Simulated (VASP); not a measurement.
Input of a VASP 6.6.1 run:

File INCAR:

```
  AGGAC = 1.0
  AGGAX = 1.0
  ALDAC = 0.0
  ALDAX = 1.0
  ALGO = Normal
  EDIFF = 1E-7
  EDIFFG = -0.01
  ENCUT = 500
  GGA = B5
  GGA_COMPAT = F
  IBRION = 2
  ISIF = 3
  ISMEAR = -1
  IVDW = 13
  LASPH = T
  LCHARG = F
  LREAL = F
  LWAVE = F
  NELM = 120
  NELMIN = 4
  NSW = 60
  PREC = Accurate
  SIGMA = 0.05
  VDW_A1 = 0.44488865
  VDW_A2 = 4.0933009
  VDW_S6 = 1.0
  VDW_S8 = 2.34076671
```

The input KPOINTS:

```
k-points
0
Gamma
  12 12 12
```

POSCAR

```
Ir
1.0
    0.0000000000      1.9156000000      1.9156000000
    1.9156000000      0.0000000000      1.9156000000
    1.9156000000      1.9156000000      0.0000000000
Ir
1
Direct
    0.0000000000      0.0000000000      0.0000000000
```

Potentials or basis: VASP PAW PBE potentials, release 64 (Ir_sv_GW).

The run is started by

```bash
$ cat potpaw_PBE.64/Ir_sv_GW/POTCAR > POTCAR
$ mpirun -np 1 vasp_std > vasp.out
```

**Question.** Predict the relaxed volume.

**Answer.** 14.33 Å³/atom.

**Question.** Estimate the space group after relaxing (to 0.05 Å).

**Answer.** Fm-3m (No. 225).

**Question.** What does it give for the dispersion energy per atom?

**Answer.** -1.774 eV.

**Question.** What does it give for the relaxed cell?

**Answer.** a = 2.726 Å, b = 2.726 Å, c = 2.726 Å, α = 60.00°, β = 60.00°, γ = 60.00°.

The path:
```csv
step,energy change (eV),largest force (eV/Å),pressure (GPa),volume (Å³)
1,0.0000,0.0000,7.37,14.06
2,0.0743,0.0000,-21.98,15.42
3,-0.0062,0.0000,-0.25,14.34
4,-0.0062,0.0000,0.00,14.33
```

Caveat: the PAW data sets were made with another functional, which shifts forces and pressure a little; pairwise dispersion overbinds metals, which lowers pressure and volume. Zero-point motion and thermal expansion aren't in these numbers.
